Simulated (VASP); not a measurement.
# FePt (P4/mmm) in VASP: a series of runs

FePt is run at these levels: LDA, BLYP; tasks: single point.

Everything below comes from runs of VASP 6.6.1. Logs are shortened: lines on timing, memory, paths and dates and some standing lists are left out, and cuts for length are marked.

### 1 The cell of the first run

It takes space group P4/mmm (No. 123, tetragonal). The conventional cell has a = 2.724 Å, b = 2.724 Å, c = 3.720 Å, α = 90.00°, β = 90.00°, γ = 90.00°. Within 3.5 Å of Pt (site symmetry 4/mmm) lie 8 Fe at 2.68 Å and 4 Pt at 2.72 Å. Within 3.5 Å of Fe (site symmetry 4/mmm) lie 8 Pt at 2.68 Å and 4 Fe at 2.72 Å.

### 2 Single point, LDA, collinear spin, ferromagnetic start

INCAR reads:

```
SYSTEM = FePt
PREC     = Accurate       ! precision mode
ENCUT    = 520            ! plane-wave cutoff, eV
EDIFF    = 1E-6           ! SCF threshold, eV
ISMEAR   = -1             ! smearing method
SIGMA    = 0.05           ! smearing width, eV
LREAL    = .FALSE.        ! projectors in reciprocal space
LASPH    = .TRUE.         ! aspherical terms in the spheres
NELM     = 150            ! most SCF steps
ALGO     = Normal         ! electronic algorithm
ISIF     = 2              ! what is computed and relaxed
LWAVE    = .FALSE.        ! write WAVECAR
LCHARG   = .FALSE.        ! write CHGCAR
ISPIN    = 2              ! spin polarisation
MAGMOM   = 0 3            ! initial moments
LORBIT   = 11             ! projections on sites
LMAXMIX  = 4              ! l up to which the mixer works
NBANDS   = 20             ! bands
```

KPOINTS reads:

```
regular mesh
0
G
  10 10 7
  0 0 0
```

POSCAR reads:

```
FePt
1.0
    2.7235000000      0.0000000000      0.0000000000
    0.0000000000      2.7235000000      0.0000000000
    0.0000000000      0.0000000000      3.7200000000
Pt Fe
1 1
Direct
    0.5000000000      0.5000000000      0.5000000000
    0.0000000000      0.0000000000      0.0000000000
```

Potentials or basis: VASP PAW LDA potentials, release 64 (Pt, Fe).

Launch:

```
$ cat potpaw_LDA.64/Pt/POTCAR potpaw_LDA.64/Fe/POTCAR > POTCAR
$ mpirun -np 1 vasp_std > vasp.out
```

OUTCAR:

```text
SYSTEM = FePt
   PREC = Accurate
   ENCUT = 520
   EDIFF = 1E-6
   ISMEAR = -1
   LREAL = .FALSE.
   LASPH = .TRUE.
   NELM = 150
   ISIF = 2
   ISPIN = 2
   LORBIT = 11

 ion  position               nearest neighbor table
   1  0.500  0.500  0.500-   2 2.68   2 2.68   2 2.68   2 2.68   2 2.68   2 2.68   2 2.68   2 2.68

   2  0.000  0.000  0.000-   1 2.68   1 2.68   1 2.68   1 2.68   1 2.68   1 2.68   1 2.68   1 2.68

  LATTYP: Found a simple tetragonal cell.
 ALAT       =     2.7235000000
 C/A-ratio  =     1.3658894804

  Lattice vectors:

 A1 = (   2.7235000000,   0.0000000000,   0.0000000000)
 A2 = (   0.0000000000,   2.7235000000,   0.0000000000)
 A3 = (   0.0000000000,   0.0000000000,   3.7200000000)

Analysis of symmetry for initial positions (statically):
=====================================================================
 Subroutine PRICEL returns:
 Original cell was already a primitive cell.

 Routine SETGRP: Setting up the symmetry group for a
 simple tetragonal supercell.

 Subroutine GETGRP returns: Found 16 space group operations
 (whereof 16 operations were pure point group operations)
 out of a pool of 16 trial point group operations.

The static configuration has the point symmetry D_4h.

Analysis of symmetry for dynamics (positions and initial velocities):
=====================================================================
 Subroutine PRICEL returns:
 Original cell was already a primitive cell.

 Routine SETGRP: Setting up the symmetry group for a
 simple tetragonal supercell.

 Subroutine GETGRP returns: Found 16 space group operations
 (whereof 16 operations were pure point group operations)
 out of a pool of 16 trial point group operations.

The dynamic configuration has the point symmetry D_4h.

Analysis of structural, dynamic, and magnetic symmetry:
=====================================================================
 Subroutine PRICEL returns:
 Original cell was already a primitive cell.

 Routine SETGRP: Setting up the symmetry group for a
 simple tetragonal supercell.

 Subroutine GETGRP returns: Found 16 space group operations
 (whereof 16 operations were pure point group operations)
 out of a pool of 16 trial point group operations.

The overall configuration has the point symmetry D_4h.

 Subroutine INISYM returns: Found 16 space group operations
 (whereof 16 operations are pure point group operations),
 and found     1 'primitive' translations

----------------------------------------------------------------------------------------

                                     Primitive cell

  volume of cell :      27.5929

  direct lattice vectors                    reciprocal lattice vectors
     2.723500000  0.000000000  0.000000000     0.367174592  0.000000000  0.000000000
     0.000000000  2.723500000  0.000000000     0.000000000  0.367174592  0.000000000
     0.000000000  0.000000000  3.720000000     0.000000000  0.000000000  0.268817204

  length of vectors
     2.723500000  2.723500000  3.720000000     0.367174592  0.367174592  0.268817204

  position of ions in fractional coordinates (direct lattice)
     0.500000000  0.500000000  0.500000000
     0.000000000  0.000000000  0.000000000

  ion indices of the primitive-cell ions
   primitive index   ion index
                 1           1
                 2           2

----------------------------------------------------------------------------------------

 KPOINTS: regular mesh

Automatic generation of k-mesh.
 Grid dimensions read from file:
 generate k-points for:   10   10    7

 Generating k-lattice:

  Cartesian coordinates                     Fractional coordinates (reciprocal lattice)
     0.036717459  0.000000000  0.000000000     0.100000000  0.000000000  0.000000000
     0.000000000  0.036717459  0.000000000     0.000000000  0.100000000  0.000000000
     0.000000000  0.000000000  0.038402458     0.000000000  0.000000000  0.142857143

  Length of vectors
     0.036717459  0.036717459  0.038402458

  Shift w.r.t. Gamma in fractional coordinates (k-lattice)
     0.000000000  0.000000000  0.000000000

 Subroutine IBZKPT returns following result:
 ===========================================

 Found     84 irreducible k-points:

 Following reciprocal coordinates:
            Coordinates               Weight
  0.000000  0.000000  0.000000      1.000000
  0.100000  0.000000  0.000000      4.000000
  0.200000  0.000000  0.000000      4.000000
  0.300000  0.000000  0.000000      4.000000
  0.400000  0.000000  0.000000      4.000000
  0.500000  0.000000  0.000000      2.000000
[... 16 lines left out ...]
  0.100000  0.000000  0.142857      8.000000
  0.200000  0.000000  0.142857      8.000000
 [... further k-points ...]
   k-points           NKPTS =     84   k-points in BZ     NKDIM =     84   number of bands    NBANDS=     20
   number of dos      NEDOS =    301   number of ions     NIONS =      2
   total plane-waves  NPLWV =  11200
   dimension x,y,z NGX =    20 NGY =   20 NGZ =   28
   dimension x,y,z NGXF=    40 NGYF=   40 NGZF=   56
   ions per type =               1   1
   NGX,Y,Z   is equivalent  to a cutoff of  12.21, 12.21, 12.51 a.u.
   NGXF,Y,Z  is equivalent  to a cutoff of  24.42, 24.42, 25.03 a.u.
 SYSTEM =  FePt
   PREC   = accura    normal or accurate (medium, high low for compatibility)
   ISTART =      0    job   : 0-new  1-cont  2-samecut
   ICHARG =      2    charge: 1-file 2-atom 10-const
   ISPIN  =      2    spin polarized calculation?
   LNONCOLLINEAR =      F non collinear calculations
   LSORBIT =      F    spin-orbit coupling
   LASPH  =      T    aspherical Exc in radial PAW
   ENCUT  =  520.0 eV  38.22 Ry    6.18 a.u.   5.06  5.06  6.92*2*pi/ulx,y,z
   NELM   =    150;   NELMIN=  2; NELMDL= -5     # of ELM steps
   EDIFF  = 0.1E-05   stopping-criterion for ELM
   LREAL  =      F    real-space projection
   EDIFFG = 0.1E-04   stopping-criterion for IOM
   NSW    =      0    number of steps for IOM
   IBRION =     -1    ionic relax: 0-MD 1-quasi-New 2-CG
   NFREE  =      0    steps in history (QN), initial steepest desc. (CG)
   ISIF   =      2    stress and relaxation
   ISYM   =      2    0-nonsym 1-usesym 2-fastsym
   POTIM  = 0.5000    time-step for ionic-motion
   TEBEG  =    0.0;   TEEND  =   0.0 temperature during run
   PSTRESS=    0.0 pullay stress
   NELECT =      18.0000    total number of electrons
   NUPDOWN=      -1.0000    fix difference up-down
   EMIN   =  10.00;   EMAX   =-10.00  energy-range for DOS
   EFERMI =   0.00;   METHOD = LEGACY
   ISMEAR =    -1;   SIGMA  =   0.05  broadening in eV -4-tet -1-fermi 0-gaus
   EFERMI_NEDOS =   21; number of points for ismear=-14 and -15
   IALGO  =     38    algorithm
   IMIX   =      4    mixing-type and parameters
     AMIX     =   0.40;   BMIX     =  1.00
     AMIX_MAG =   1.60;   BMIX_MAG =  1.00
  volume/ion in A,a.u.               =      13.80        93.10
  Fermi-wavevector in a.u.,A,eV,Ry     =   1.419819  2.683070 27.427809  2.015887
  Thomas-Fermi vector in A             =   2.540800
   LORBIT       =     11    0 simple, 1 ext, 2 COOP (PROOUT), +10 PAW based schemes
   GGA     = CA    functional components
   LHFCALC =     F    Hartree Fock is set to
   AEXX    =    0.0000 exact exchange contribution
   IVDW    =     0    specifies the selected vdW correction
   LEPSILON=     F    determine dielectric tensor
   LRPA    =     F    only Hartree local field effects (RPA)
 spin polarized calculation
  energy-cutoff  :      520.00
  volume of cell :       27.59
 maximum number of plane-waves:       758
   NGX = 11   NGY = 11   NGZ = 13

 number of electron      17.9999997 magnetization       3.1946034

 Free energy of the ion-electron system (eV)
  ---------------------------------------------------
  ext. energy  EPLUGINS =         0.00000000
  ---------------------------------------------------
  free energy    TOTEN  =       -16.94959504 eV

  energy without entropy =      -16.93820625  energy(sigma->0) =      -16.94390064

 E-fermi :   8.4789     XC(G=0): -13.3080

 val. band max:        8.4780635522   @ k =   0.5000   0.2000   0.4286
 cond. band min:       8.4897930763   @ k =   0.5000   0.2000   0.2857
 fundamental gap:      0.0117295241
 Fermi energy:         8.4789058887

 spin component 1

 k-point     1 :       0.0000    0.0000    0.0000
  band No.  band energies     occupation
      1      -1.1017      1.00000
      2       2.2087      1.00000
      3       2.3253      1.00000
      4       5.1724      1.00000
      5       5.1724      1.00000
      6       5.7378      1.00000
[... 12 lines left out ...]
     19      29.9769      0.00000
     20      29.9769      0.00000
[... 507 lines left out ...]
 k-point    24 :       0.2000    0.0000    0.1429
  band No.  band energies     occupation
      1       0.0977      1.00000
      2       2.7025      1.00000
      3       3.1994      1.00000
      4       4.7348      1.00000
      5       5.4390      1.00000
      6       5.8731      1.00000
[... 12 lines left out ...]
     19      31.4671      0.00000
     20      31.7250      0.00000

 [... further k-points ...]

 spin component 2

 k-point     1 :       0.0000    0.0000    0.0000
  band No.  band energies     occupation
      1      -0.8666      1.00000
      2       2.6767      1.00000
      3       2.7318      1.00000
      4       6.1038      1.00000
      5       6.1038      1.00000
      6       7.7054      1.00000
[... 12 lines left out ...]
     19      30.1778      0.00000
     20      30.1778      0.00000
[... 507 lines left out ...]
 k-point    24 :       0.2000    0.0000    0.1429
  band No.  band energies     occupation
      1       0.3400      1.00000
      2       3.1118      1.00000
      3       3.6689      1.00000
      4       5.2290      1.00000
      5       6.3525      1.00000
      6       7.1136      1.00000
[... 12 lines left out ...]
     19      31.7643      0.00000
     20      32.0415      0.00000

 [... further k-points ...]

------------------------ aborting loop because EDIFF is reached ----------------------------------------

  FORCE on cell =-STRESS in cart. coord.  units (eV):
  Direction    XX          YY          ZZ          XY          YZ          ZX
  --------------------------------------------------------------------------------------
  -------------------------------------------------------------------------------------
  Total       -2.2669757     -2.2669757     -2.0318355      0.0000000      0.0000000      0.0000000
  in kB     -131.6314727   -131.6314727   -117.9781061      0.0000000      0.0000000      0.0000000
  external PRESSURE =    -127.0803505 kB  Pullay stress =       0.0000000 kB

 VOLUME and BASIS-vectors are now :
 -----------------------------------------------------------------------------
  energy-cutoff  :      520.00
  volume of cell :       27.59
      direct lattice vectors                 reciprocal lattice vectors
     2.723500000  0.000000000  0.000000000     0.367174592  0.000000000  0.000000000
     0.000000000  2.723500000  0.000000000     0.000000000  0.367174592  0.000000000
     0.000000000  0.000000000  3.720000000     0.000000000  0.000000000  0.268817204

 POSITION                                       TOTAL-FORCE (eV/Angst)
 -----------------------------------------------------------------------------------
      1.36175      1.36175      1.86000         0.000000      0.000000      0.000000
      0.00000      0.00000      0.00000         0.000000      0.000000      0.000000
 -----------------------------------------------------------------------------------
    total drift:                               -0.000000      0.000000      0.000000

  FREE ENERGIE OF THE ION-ELECTRON SYSTEM (eV)
  ---------------------------------------------------
  free  energy   TOTEN  =       -16.9495950365 eV

  energy  without entropy=      -16.9382062471  energy(sigma->0) =      -16.94390064

 total charge

# of ion       s       p       d       tot
------------------------------------------
    1        0.713   0.657   8.050   9.420
    2        0.412   0.449   6.157   7.018
--------------------------------------------------
tot          1.124   1.106  14.207  16.437

 magnetization (x)

# of ion       s       p       d       tot
------------------------------------------
    1       -0.022  -0.050   0.418   0.346
    2        0.002  -0.001   2.797   2.798
--------------------------------------------------
tot         -0.019  -0.051   3.215   3.144
```

It took 72 s on 1 thread of Oxide Virtual Turin-like, shared host; peak memory 0.15 GiB.

Results:

* Free energy: -16.9496 eV
* Pressure: -12.7 GPa
* Net moment: 3.19 μB per cell
* Site moments: Pt +0.35; Fe +2.80 μB
* Valence electrons inside the program's atomic spheres: Pt 9.42; Fe 7.02

Caveat: the cell stands under tension; spin-orbit coupling is left out, which moves the levels of the heavy elements.

### 3 Single point, BLYP, collinear spin, ferromagnetic start

This run uses another cell than the first one, of 14.07 Å³/atom.

INCAR reads:

```
PREC = Accurate
ENCUT = 520
EDIFF = 1E-6
ISMEAR = -1
SIGMA = 0.05
LREAL = F
LASPH = T
NELM = 150
ALGO = Normal
ISIF = 2
LWAVE = F
LCHARG = F
ISPIN = 2
MAGMOM = 0 3
LORBIT = 11
LMAXMIX = 4
GGA = B5
ALDAX = 1.0
AGGAX = 1.0
AGGAC = 1.0
ALDAC = 0.0
NBANDS = 20
```

KPOINTS reads:

```
Automatic mesh
0
Gamma
  10 10 7
```

POSCAR reads:

```
FePt
1.0
    2.7415369495      0.0000000000      0.0000000000
    0.0000000000      2.7415369495      0.0000000000
    0.0000000000      0.0000000000      3.7446364796
Pt Fe
1 1
Direct
    0.5000000000      0.5000000000      0.5000000000
    0.0000000000      0.0000000000      0.0000000000
```

Potentials or basis: VASP PAW PBE potentials, release 64 (Pt, Fe).

Launch:

```
$ cat potpaw_PBE.64/Pt/POTCAR potpaw_PBE.64/Fe/POTCAR > POTCAR
$ mpirun -np 1 vasp_std > vasp.out
```

It took 1.7 min on 1 thread of Oxide Virtual Turin-like, shared host; peak memory 0.17 GiB.

Results (log left out):

| Item | Value |
| --- | --- |
| Free energy | -12.6108 eV |
| Pressure | 10.1 GPa |
| Net moment | 3.23 μB per cell |
| Site moments | Pt +0.34; Fe +2.87 μB |
| Valence electrons inside the program's atomic spheres | Pt 9.43; Fe 7.00 |

Stress tensor (GPa, compression positive):
```
10.08  0.00  0.00
 0.00 10.08  0.00
 0.00  0.00 10.16
```

Levels at points of the mesh, in eV from the Fermi level:
Spin up:
```tsv
k point	band 9	band 10	band 11	band 12	band 13	band 14
(0.00, 0.00, 0.00)	-0.55	-0.40	-0.40	2.47	9.63	11.66
(0.50, 0.00, 0.00)	-2.08	-1.64	0.20	1.98	10.52	10.56
(0.50, 0.50, 0.00)	-0.47	0.50	1.82	1.82	7.45	9.87
```
Spin down:
| k point | band 6 | band 7 | band 8 | band 9 | band 10 | band 11 |
| --- | --- | --- | --- | --- | --- | --- |
| (0.00, 0.00, 0.00) | -0.83 | -0.81 | 0.51 | 1.56 | 1.56 | 1.59 |
| (0.50, 0.00, 0.00) | -1.40 | -1.17 | -0.87 | 0.48 | 0.61 | 2.29 |
| (0.50, 0.50, 0.00) | 1.16 | 1.53 | 1.60 | 1.64 | 1.64 | 1.94 |

Caveat: the cell stands under pressure; the PAW data sets were made with another functional, which shifts forces and pressure a little; spin-orbit coupling is left out, which moves the levels of the heavy elements.

[end of part 1 of 2]
